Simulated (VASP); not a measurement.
Runs of VASP 6.6.1 on WSe2. The structure is that of space group P6_3/mmc (No. 194), or close to it. The cells are those of the table. 

| cell | gap on the mesh (eV) | pressure (GPa) | largest force (eV/Å) |
| --- | --- | --- | --- |
| a = 3.344, b = 3.344, c = 12.415 Å, angles 90.0, 90.0, 120.0°, 6 atoms | 0.72 | -8.5 | 0.65 |
| a = 3.327, b = 3.327, c = 12.415 Å, angles 90.0, 90.0, 120.0°, 6 atoms | 0.72 | (c) | 0.55 |
| a = 3.263, b = 3.263, c = 12.415 Å, angles 90.0, 90.0, 120.0°, 6 atoms | 0.70 | (a) | 0.16 |
| a = 3.295, b = 3.295, c = 12.415 Å, angles 90.0, 90.0, 120.0°, 6 atoms | 0.71 | -5.1 | 0.36 |
| a = 3.360, b = 3.360, c = 12.415 Å, angles 90.0, 90.0, 120.0°, 6 atoms | 0.73 | (b) | 0.73 |

Alike in all rows: task single point; level PBEsol+D3(BJ); potentials or basis VASP PAW PBE potentials, release 64 (W_sv, Se); no spin polarisation; k mesh 12 × 12 × 4; cutoff (eV) 520; smearing gaussian 0.05 eV.

Problem. Estimate the missing entries.

Solution. (a) -2.4; (b) -9.6; (c) -7.4.

Caveats: the PAW data sets were made with another functional, which shifts forces and pressure a little; spin-orbit coupling is left out, which moves the levels of the heavy elements; the cell stands under tension (at least some runs).

A k mesh can miss the band edges, and the runs leave out spin-orbit coupling on Se, W.
